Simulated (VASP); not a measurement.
# Ta (Im-3m) in VASP: notebook

Ta is run at these levels: PBEsol; tasks: single point.

Everything below comes from runs of VASP 6.6.1. Logs are shortened: lines on timing, memory, paths and dates and some standing lists are left out, and cuts for length are marked.

## (1) The cell of the first run

The structure is cubic, space group Im-3m (No. 229). Conventional cell: a = 3.281 Å, b = 3.281 Å, c = 3.281 Å, α = 90.00°, β = 90.00°, γ = 90.00°. Within 3.7 Å of Ta (site symmetry m-3m) lie 14 Ta at 2.84 to 3.28 Å.

## (2) Single point, PBEsol

Contents of INCAR:

```
PREC = Accurate ; ENCUT = 520
EDIFF = 1E-6 ; ISMEAR = 0
SIGMA = 0.15 ; LREAL = False
LASPH = True ; NELM = 80
ALGO = Normal ; ISIF = 2
LWAVE = False ; LCHARG = False
GGA = PS ; NBANDS = 12
```

Contents of KPOINTS:

```
Automatic mesh
0
Gamma
  26 26 26
```

Contents of POSCAR:

```
Ta
1.0
   -1.6402597622      1.6402597622      1.6402597622
    1.6402597622     -1.6402597622      1.6402597622
    1.6402597622      1.6402597622     -1.6402597622
Ta
1
Direct
    0.0000000000      0.0000000000      0.0000000000
```

Potentials or basis: VASP PAW PBE potentials, release 64 (Ta_pv).

Command:

```
$ cat potpaw_PBE.64/Ta_pv/POTCAR > POTCAR
$ mpirun -np 1 vasp_std > vasp.out
```

OUTCAR:

```text
PREC = Accurate
   ENCUT = 520
   EDIFF = 1E-6
   ISMEAR = 0
   LREAL = False
   LASPH = True
   NELM = 80
   ISIF = 2
   GGA = PS

 ion  position               nearest neighbor table
   1  0.000  0.000  0.000-

  LATTYP: Found a body centered cubic cell.
 ALAT       =     3.2805195244

  Lattice vectors:

 A1 = (  -1.6402597622,   1.6402597622,   1.6402597622)
 A2 = (   1.6402597622,  -1.6402597622,   1.6402597622)
 A3 = (   1.6402597622,   1.6402597622,  -1.6402597622)

Analysis of symmetry for initial positions (statically):
=====================================================================
 Subroutine PRICEL returns:
 Original cell was already a primitive cell.

 Routine SETGRP: Setting up the symmetry group for a
 body centered cubic supercell.

 Subroutine GETGRP returns: Found 48 space group operations
 (whereof 48 operations were pure point group operations)
 out of a pool of 48 trial point group operations.

The static configuration has the point symmetry O_h .

Analysis of symmetry for dynamics (positions and initial velocities):
=====================================================================
 Subroutine PRICEL returns:
 Original cell was already a primitive cell.

 Routine SETGRP: Setting up the symmetry group for a
 body centered cubic supercell.

 Subroutine GETGRP returns: Found 48 space group operations
 (whereof 48 operations were pure point group operations)
 out of a pool of 48 trial point group operations.

The dynamic configuration has the point symmetry O_h .

 Subroutine INISYM returns: Found 48 space group operations
 (whereof 48 operations are pure point group operations),
 and found     1 'primitive' translations

----------------------------------------------------------------------------------------

                                     Primitive cell

  volume of cell :      17.6522

  direct lattice vectors                    reciprocal lattice vectors
    -1.640259762  1.640259762  1.640259762     0.000000000  0.304829766  0.304829766
     1.640259762 -1.640259762  1.640259762     0.304829766  0.000000000  0.304829766
     1.640259762  1.640259762 -1.640259762     0.304829766  0.304829766  0.000000000

  length of vectors
     2.841013246  2.841013246  2.841013246     0.431094390  0.431094390  0.431094390

  position of ions in fractional coordinates (direct lattice)
     0.000000000  0.000000000  0.000000000

  ion indices of the primitive-cell ions
   primitive index   ion index
                 1           1

----------------------------------------------------------------------------------------

 KPOINTS: Automatic mesh

Automatic generation of k-mesh.
 Grid dimensions read from file:
 generate k-points for:   26   26   26

 Generating k-lattice:

  Cartesian coordinates                     Fractional coordinates (reciprocal lattice)
     0.000000000  0.011724222  0.011724222     0.038461538  0.000000000  0.000000000
     0.011724222  0.000000000  0.011724222     0.000000000  0.038461538  0.000000000
     0.011724222  0.011724222  0.000000000     0.000000000  0.000000000  0.038461538

  Length of vectors
     0.016580553  0.016580553  0.016580553

  Shift w.r.t. Gamma in fractional coordinates (k-lattice)
     0.000000000  0.000000000  0.000000000

 Subroutine IBZKPT returns following result:
 ===========================================

 Found    511 irreducible k-points:

 Following reciprocal coordinates:
            Coordinates               Weight
  0.000000  0.000000  0.000000      1.000000
  0.038462  0.000000  0.000000     12.000000
  0.076923  0.000000  0.000000     12.000000
  0.115385  0.000000  0.000000     12.000000
  0.153846  0.000000  0.000000     12.000000
  0.192308  0.000000  0.000000     12.000000
[... 16 lines left out ...]
  0.346154  0.038462  0.000000     48.000000
  0.384615  0.038462  0.000000     48.000000
 [... further k-points ...]
   k-points           NKPTS =    511   k-points in BZ     NKDIM =    511   number of bands    NBANDS=     12
   number of dos      NEDOS =    301   number of ions     NIONS =      1
   total plane-waves  NPLWV =  13824
   dimension x,y,z NGX =    24 NGY =   24 NGZ =   24
   dimension x,y,z NGXF=    48 NGYF=   48 NGZF=   48
   ions per type =               1
   NGX,Y,Z   is equivalent  to a cutoff of  14.04, 14.04, 14.04 a.u.
   NGXF,Y,Z  is equivalent  to a cutoff of  28.09, 28.09, 28.09 a.u.
 SYSTEM =  unknown system
   PREC   = accura    normal or accurate (medium, high low for compatibility)
   ISTART =      0    job   : 0-new  1-cont  2-samecut
   ICHARG =      2    charge: 1-file 2-atom 10-const
   ISPIN  =      1    spin polarized calculation?
   LNONCOLLINEAR =      F non collinear calculations
   LSORBIT =      F    spin-orbit coupling
   LASPH  =      T    aspherical Exc in radial PAW
   ENCUT  =  520.0 eV  38.22 Ry    6.18 a.u.   5.28  5.28  5.28*2*pi/ulx,y,z
   NELM   =     80;   NELMIN=  2; NELMDL= -5     # of ELM steps
   EDIFF  = 0.1E-05   stopping-criterion for ELM
   LREAL  =      F    real-space projection
   EDIFFG = 0.1E-04   stopping-criterion for IOM
   NSW    =      0    number of steps for IOM
   IBRION =     -1    ionic relax: 0-MD 1-quasi-New 2-CG
   NFREE  =      0    steps in history (QN), initial steepest desc. (CG)
   ISIF   =      2    stress and relaxation
   ISYM   =      2    0-nonsym 1-usesym 2-fastsym
   POTIM  = 0.5000    time-step for ionic-motion
   TEBEG  =    0.0;   TEEND  =   0.0 temperature during run
   PSTRESS=    0.0 pullay stress
   NELECT =      11.0000    total number of electrons
   NUPDOWN=      -1.0000    fix difference up-down
   EMIN   =  10.00;   EMAX   =-10.00  energy-range for DOS
   EFERMI =   0.00;   METHOD = LEGACY
   ISMEAR =     0;   SIGMA  =   0.15  broadening in eV -4-tet -1-fermi 0-gaus
   EFERMI_NEDOS =   21; number of points for ismear=-14 and -15
   IALGO  =     38    algorithm
   IMIX   =      4    mixing-type and parameters
     AMIX     =   0.40;   BMIX     =  1.00
     AMIX_MAG =   1.60;   BMIX_MAG =  1.00
  volume/ion in A,a.u.               =      17.65       119.12
  Fermi-wavevector in a.u.,A,eV,Ry     =   1.398320  2.642441 26.603439  1.955298
  Thomas-Fermi vector in A             =   2.521489
   LORBIT       =      0    0 simple, 1 ext, 2 COOP (PROOUT), +10 PAW based schemes
   GGA     = PS    functional components
   LHFCALC =     F    Hartree Fock is set to
   AEXX    =    0.0000 exact exchange contribution
   IVDW    =     0    specifies the selected vdW correction
   LEPSILON=     F    determine dielectric tensor
   LRPA    =     F    only Hartree local field effects (RPA)
 non-spin polarized calculation
 Gauss-broadening in eV      SIGMA  =   0.15
  energy-cutoff  :      520.00
  volume of cell :       17.65
 maximum number of plane-waves:       490
 NGX is ok and might be reduce to    24
   NGX = 11   NGY = 11   NGZ = 11

 number of electron      11.0000002 magnetization

 Free energy of the ion-electron system (eV)
  ---------------------------------------------------
  ext. energy  EPLUGINS =         0.00000000
  ---------------------------------------------------
  free energy    TOTEN  =       -12.55840119 eV

  energy without entropy =      -12.54395392  energy(sigma->0) =      -12.55117756

 E-fermi :   5.4744     XC(G=0): -12.8322

 val. band max:        5.4699220746   @ k =  -0.2308   0.2308   0.0769
 cond. band min:       5.4755663187   @ k =  -0.1923   0.2308   0.0769
 fundamental gap:      0.0056442441
 Fermi energy:         5.4743906429

 k-point     1 :       0.0000    0.0000    0.0000
  band No.  band energies     occupation
      1     -27.4619      2.00000
      2     -27.4619      2.00000
      3     -27.4619      2.00000
      4      -2.5222      2.00000
      5       6.2029      0.00000
      6       6.2029      0.00000
      7       6.2029      0.00000
      8       9.5456      0.00000
      9       9.5456      0.00000
     10      20.2138      0.00000
     11      20.6206      0.00000
     12      20.6206      0.00000

 k-point     2 :       0.0385    0.0000    0.0000
  band No.  band energies     occupation
      1     -27.4820      2.00000
      2     -27.4680      2.00000
      3     -27.4620      2.00000
      4      -2.4537      2.00000
      5       6.1577      0.00000
      6       6.1913      0.00000
      7       6.2698      0.00000
      8       9.4680      0.00000
      9       9.5454      0.00000
     10      20.2138      0.00000
     11      20.6842      0.00000
     12      20.7402      0.00000

 k-point     3 :       0.0769    0.0000    0.0000
  band No.  band energies     occupation
      1     -27.5409      2.00000
      2     -27.4860      2.00000
      3     -27.4624      2.00000
      4      -2.2515      2.00000
      5       6.0278      0.00000
      6       6.1484      0.00000
      7       6.4694      0.00000
      8       9.2718      0.00000
      9       9.5466      0.00000
     10      20.2136      0.00000
     11      20.8620      0.00000
     12      21.0932      0.00000
[... 286 lines left out ...]
 k-point    23 :       0.3462    0.0385    0.0000
  band No.  band energies     occupation
      1     -28.5234      2.00000
      2     -27.8055      2.00000
      3     -27.4768      2.00000
      4       0.9297      2.00000
      5       4.1934      2.00000
      6       5.7447      0.01083
      7       9.3832      0.00000
      8      10.1918      0.00000
      9      11.5282      0.00000
     10      18.7928      0.00000
     11      19.4538      0.00000
     12      20.2618      0.00000

 k-point    24 :       0.3846    0.0385    0.0000
  band No.  band energies     occupation
      1     -28.6159      2.00000
      2     -27.8380      2.00000
      3     -27.4776      2.00000
      4       1.0256      2.00000
      5       4.0424      2.00000
      6       6.2258      0.00000
      7       9.4737      0.00000
      8      10.3324      0.00000
      9      12.3746      0.00000
     10      18.2136      0.00000
     11      18.5896      0.00000
     12      20.2403      0.00000

 [... further k-points ...]

------------------------ aborting loop because EDIFF is reached ----------------------------------------

  FORCE on cell =-STRESS in cart. coord.  units (eV):
  Direction    XX          YY          ZZ          XY          YZ          ZX
  --------------------------------------------------------------------------------------
  -------------------------------------------------------------------------------------
  Total        0.0504725      0.0504725      0.0504725     -0.0000000      0.0000000      0.0000000
  in kB        4.5810745      4.5810745      4.5810745     -0.0000000      0.0000000      0.0000000
  external PRESSURE =       4.5810745 kB  Pullay stress =       0.0000000 kB

 VOLUME and BASIS-vectors are now :
 -----------------------------------------------------------------------------
  energy-cutoff  :      520.00
  volume of cell :       17.65
      direct lattice vectors                 reciprocal lattice vectors
    -1.640259762  1.640259762  1.640259762     0.000000000  0.304829766  0.304829766
     1.640259762 -1.640259762  1.640259762     0.304829766  0.000000000  0.304829766
     1.640259762  1.640259762 -1.640259762     0.304829766  0.304829766  0.000000000

 POSITION                                       TOTAL-FORCE (eV/Angst)
 -----------------------------------------------------------------------------------
      0.00000      0.00000      0.00000         0.000000      0.000000     -0.000000
 -----------------------------------------------------------------------------------
    total drift:                                0.000000      0.000000     -0.000000

  FREE ENERGIE OF THE ION-ELECTRON SYSTEM (eV)
  ---------------------------------------------------
  free  energy   TOTEN  =       -12.5584011944 eV

  energy  without entropy=      -12.5439539179  energy(sigma->0) =      -12.55117756
```

It took 2 min on 1 thread of Intel Xeon 8259CL, shared host; peak memory 0.23 GiB.

Results:

```yaml
Free_energy: -12.5584 eV
Pressure: 0.5 GPa
Band_gap_on_the_k_mesh: zero (an odd number of electrons rules out a gap without spin polarisation)
```

Caveat: the PAW data sets were made with another functional, which shifts forces and pressure a little; spin-orbit coupling is left out, which moves the levels of the heavy elements.

## (3) Single point, PBEsol

Contents of INCAR:

```
PREC = Accurate ; ENCUT = 520
EDIFF = 1E-7 ; ISMEAR = 0
SIGMA = 0.15 ; LREAL = F
LASPH = T ; NELM = 100
ALGO = Normal ; ISIF = 2
LWAVE = F ; LCHARG = T
GGA = PS ; LELF = T
LVHAR = T ; NBANDS = 12
```

Contents of KPOINTS:

```
regular mesh
0
Gamma
  28 28 28
```

POSCAR is that of step 2.

Potentials or basis: VASP PAW PBE potentials, release 64 (Ta_pv).

Command:

```
$ cat potpaw_PBE.64/Ta_pv/POTCAR > POTCAR
$ mpirun -np 1 vasp_std > vasp.out
```

Wall time 2.1 min (1 thread of Intel Xeon 8259CL, shared host); peak memory 0.25 GiB.

It converged, with:

```yaml
Free_energy: -12.5581 eV
Pressure: 0.4 GPa
Band_gap_on_the_k_mesh: zero (an odd number of electrons rules out a gap without spin polarisation)
```

Levels at points of the mesh, in eV from the Fermi level:
```tsv
k point	band 4	band 5	band 6	band 7	band 8	band 9
(0.00, 0.00, 0.00)	-8.00	0.73	0.73	0.73	4.07	4.07
(0.50, 0.00, 0.00)	-4.47	-1.61	1.71	3.96	5.01	8.01
(0.50, 0.50, 0.50)	-3.93	-3.93	7.01	7.01	7.01	8.85
```

Caveat: the PAW data sets were made with another functional, which shifts forces and pressure a little; spin-orbit coupling is left out, which moves the levels of the heavy elements.

## (4) Single point, PBEsol

This run uses another cell than the first one, of 16.60 Å³/atom.

Contents of INCAR:

```
SYSTEM = Ta
PREC = Accurate ; ENCUT = 520
EDIFF = 1E-6 ; ISMEAR = -1
SIGMA = 0.15 ; LREAL = .FALSE.
LASPH = .TRUE. ; NELM = 60
ALGO = Normal ; ISIF = 2
LWAVE = .FALSE. ; LCHARG = .FALSE.
GGA = PS ; NBANDS = 12
```

Contents of KPOINTS:

```
Automatic mesh
0
G
  20 20 20
  0 0 0
```

Contents of POSCAR:

```
Ta
1.0
   -1.6069793635      1.6069793635      1.6069793635
    1.6069793635     -1.6069793635      1.6069793635
    1.6069793635      1.6069793635     -1.6069793635
Ta
1
Direct
    0.0000000000      0.0000000000      0.0000000000
```

Command:

```
$ cat potpaw_PBE.64/Ta_pv/POTCAR > POTCAR
$ mpirun -np 1 vasp_std > vasp.out
```

It took 22 s on 1 thread of AMD EPYC 9R45 (Zen 5), shared host; peak memory 0.15 GiB.

The run converged. Its results:

```
Free energy            : -12.5475 eV
Pressure               : 15.3 GPa
Band gap on the k mesh : zero (an odd number of electrons rules out a gap without spin polarisation)
```

Levels at points of the mesh, in eV from the Fermi level:
| k point | band 3 | band 4 | band 5 | band 6 | band 7 | band 8 | band 9 | band 10 |
| --- | --- | --- | --- | --- | --- | --- | --- | --- |
| (0.00, 0.00, 0.00) | -32.71 | -8.26 | 0.69 | 0.69 | 0.69 | 4.26 | 4.26 | 15.40 |
| (0.50, 0.00, 0.00) | -32.73 | -4.79 | -1.84 | 2.01 | 4.20 | 5.33 | 8.62 | 12.33 |
| (0.50, 0.50, 0.50) | -33.77 | -4.35 | -4.35 | 7.51 | 7.51 | 7.51 | 9.43 | 9.43 |

Caveat: the cell stands under pressure; the PAW data sets were made with another functional, which shifts forces and pressure a little; spin-orbit coupling is left out, which moves the levels of the heavy elements.

## (5) The runs side by side

```csv
cell,k mesh,smearing,gap on the mesh (eV),pressure (GPa)
"a = 2.841 Å, angles 109.5°, 1 atom",26 × 26 × 26,gaussian 0.15 eV,none,0.5
"a = 2.841 Å, angles 109.5°, 1 atom",28 × 28 × 28,gaussian 0.15 eV,none,0.4
"a = 2.783 Å, angles 109.5°, 1 atom",20 × 20 × 20,fermi-dirac 0.15 eV,none,15.3
```

Alike in all rows: task single point; level PBEsol; potentials or basis VASP PAW PBE potentials, release 64 (Ta_pv); no spin polarisation; cutoff (eV) 520.

Caveats: the PAW data sets were made with another functional, which shifts forces and pressure a little; spin-orbit coupling is left out, which moves the levels of the heavy elements; the cell stands under pressure (at least some runs).

Total energies depend on the potentials used, so only differences within one code and one set of settings carry meaning.
